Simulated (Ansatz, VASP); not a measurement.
**One calculation of Si, two programs**

```
CELL_PARAMETERS angstrom
0.00000 2.70099 2.70099
2.70099 0.00000 2.70099
2.70099 2.70099 0.00000
ATOMIC_POSITIONS crystal
Si 0.75000 0.75000 0.75000
Si 0.50000 0.50000 0.50000
```

Alike in both runs: functional LDA; k mesh 10 × 10 × 10; no spin polarisation.

Ansatz relaxed the structure, and its values are those at the end. VASP's run is a single point on that final structure, the one shown.

|  | VASP | Ansatz |
| --- | --- | --- |
| version | VASP 6.6.1 | Ansatz 0.2.0 |
| potentials or method | VASP PAW LDA potentials, release 64 (Si) | scalar-relativistic, plane waves, PAW |
| plane-wave cutoff (eV) | 520 | 420 |
| occupations | gaussian, width 0.01 eV | fixed |
| valence electrons in the cell | 8 | 8 |

|  | VASP | Ansatz | Ansatz less VASP |
| --- | --- | --- | --- |
| gap on the k mesh at the Fermi level (eV) | 0.45 | 0.45 | +0.002 |
| least direct gap on the mesh (eV) | 2.53 | 2.53 | +0.002 |
| pressure (GPa) | 0.0 | 0.0 | -0.04 |

LDA's correlation is that of Perdew and Zunger in VASP and of Perdew and Wang (1992) in Ansatz.
